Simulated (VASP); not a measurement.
AlN: electric field gradients with LDA

The system is AlN.

```xyz
2
Lattice="0.0000 1.9780 1.9187 1.9780 0.0000 1.9187 1.9780 1.9780 0.0000" Properties=species:S:1:pos:R:3 pbc="T T T"
Al    0.0000    0.0000    0.0000
N     1.9780    1.9780    1.9187
```

This cell differs from its parent crystal: zz strain of -3 %.

- Program: VASP 6.6.1
- Task: electric field gradients
- Functional: LDA
- Potentials or basis: VASP PAW LDA potentials, release 64 (Al, N)
- Cutoff: 520 eV
- k mesh: 10 × 10 × 10
- Occupations: fermi-dirac, width 0.02 eV
- Spin: no spin polarisation
- Dipole correction: no
- Further INCAR settings: ALGO = Normal; EDIFF = 1e-08; NBANDS = 11

The pressure is 24.4 GPa and the band gap on the k mesh is 4.72 eV (least direct gap 7.13 eV). The largest electric field gradient by atom is Al -13.7; N -4.6 V/Å².

Stress tensor (GPa, compression positive):
```
19.46  0.00  0.00
 0.00 19.46  0.00
 0.00  0.00 34.42
```

Levels at points of the mesh, in eV from the valence-band top:
| k point | band 2 | band 3 | band 4 | band 5 | band 6 | band 7 |
| --- | --- | --- | --- | --- | --- | --- |
| (0.00, 0.00, 0.00) | -0.22 | 0.00 | 0.00 | 7.13 | 12.11 | 12.11 |
| (0.50, 0.00, 0.00) | -9.06 | -1.42 | -1.28 | 6.64 | 11.16 | 11.97 |
| (0.50, 0.50, 0.00) | -8.04 | -3.31 | -3.31 | 4.72 | 5.15 | 15.28 |
| (0.50, 0.00, 0.50) | -8.21 | -3.25 | -2.86 | 5.05 | 5.47 | 14.88 |

Electric field gradients, principal values (V/Å²):
```
atom  least  middle  greatest (by size)
1 Al  6.857   6.857             -13.714
 2 N  2.301   2.301              -4.602
```

Wall time 24 s on 1 thread of AMD EPYC 7R13, on a shared host, peak memory 0.1 GiB.

Caveat: the cell differs from its parent crystal (zz strain of -3 %); the cell stands under pressure; without QUAD_EFG the Cq values of the log hold for a quadrupole moment of 1 mb, not for the nuclei. A k mesh can miss the band edges.
